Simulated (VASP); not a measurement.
The system is TaPtS4.

```xyz
6
Lattice="0.0000 3.7985 3.7985 3.7985 0.0000 3.7985 3.7985 3.7985 0.0000" Properties=species:S:1:pos:R:3 pbc="T T T"
Ta    0.0000    0.0000    0.0000
Pt    5.6977    5.6977    5.6977
S     4.7481    2.8488    4.7481
S     4.7481    4.7481    2.8488
S     2.8488    2.8488    2.8488
S     2.8488    4.7481    4.7481
```

```yaml
Program: VASP 6.6.1
Task: relaxation of cell and atoms
Functional: PBE
Potentials_or_basis: VASP PAW PBE potentials, release 64 (Ta_pv, Pt, S)
Cutoff: 600 eV
k_mesh: 4 × 4 × 4
Occupations: gaussian, width 0.1 eV
Spin: no spin polarisation
```

At the start: pressure -11.6 GPa; volume 18.27 Å³/atom.

Problem. Where does the relaxation end?

Solution. Over 5 steps the energy falls by 104.3 meV/atom and the volume is 15.78 Å³/atom (-13.6 %); space group F-43m (No. 216, to 0.05 Å).

The path:
```
step  energy change (eV)  largest force (eV/Å)  pressure (GPa)  volume (Å³)
   1              0.0000                0.1348          -11.61       109.61
   2             -0.5435                0.1441            5.96        89.93
   3             -0.6239                0.1362            0.02        94.49
   4             -0.6236                0.1366            0.36        94.20
   5             -0.6260                0.0292           -0.18        94.65
```

Final structure:
```xyz
6
Lattice="0.0000 3.6172 3.6172 3.6172 0.0000 3.6172 3.6172 3.6172 0.0000" Properties=species:S:1:pos:R:3 pbc="T T T"
Ta    0.0000    0.0000    0.0000
Pt    5.4257    5.4257    5.4257
S     4.5278    2.7065    4.5278
S     4.5278    4.5278    2.7065
S     2.7065    2.7065    2.7065
S     2.7065    4.5278    4.5278
```
